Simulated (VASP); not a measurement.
Set up this calculation in VASP 6.6.1, as the native input.

```
Task                   : single point
Functional             : LDA
Potentials or basis    : VASP PAW LDA potentials, release 64 (Ga_d, As)
Cutoff                 : 520 eV
k mesh                 : 13 × 13 × 13
Occupations            : fermi-dirac, width 0.1 eV
Spin                   : no spin polarisation
Dipole correction      : no
Further INCAR settings : ALGO = Normal; EDIFF = 1e-07; NBANDS = 16
```

The structure of GaAs (rocksalt type) lies in POSCAR:

```
GaAs
1.0
    0.0000000000      2.5753552641      2.5753552641
    2.5753552641      0.0000000000      2.5753552641
    2.5753552641      2.5753552641      0.0000000000
Ga As
1 1
Direct
    0.0000000000      0.0000000000      0.0000000000
    0.5000000000      0.5000000000      0.5000000000
```

These files were run (other wordings do the same):

INCAR

```
PREC = Accurate
ENCUT = 520
EDIFF = 1E-7
ISMEAR = -1
SIGMA = 0.1
LREAL = False
LASPH = True
NELM = 60
ALGO = Normal
ISIF = 2
LWAVE = False
LCHARG = False
NBANDS = 16
```

KPOINTS

```
regular mesh
0
Gamma
  13 13 13
```

Potentials or basis: VASP PAW LDA potentials, release 64 (Ga_d, As).

Launch:

```console
$ cat potpaw_LDA.64/Ga_d/POTCAR potpaw_LDA.64/As/POTCAR > POTCAR
$ mpirun -np 1 vasp_std > vasp.out
```

It gave:

```json
{
  "Pressure": "6.7 GPa",
  "Band gap on the k mesh": "zero (bands 9 and 10 overlap by 3.67 eV)"
}
```

Caveat: the cell stands under pressure.

Wall time 59 s on 1 thread of Intel Xeon 8259CL (shared host), peak memory 0.17 GiB.
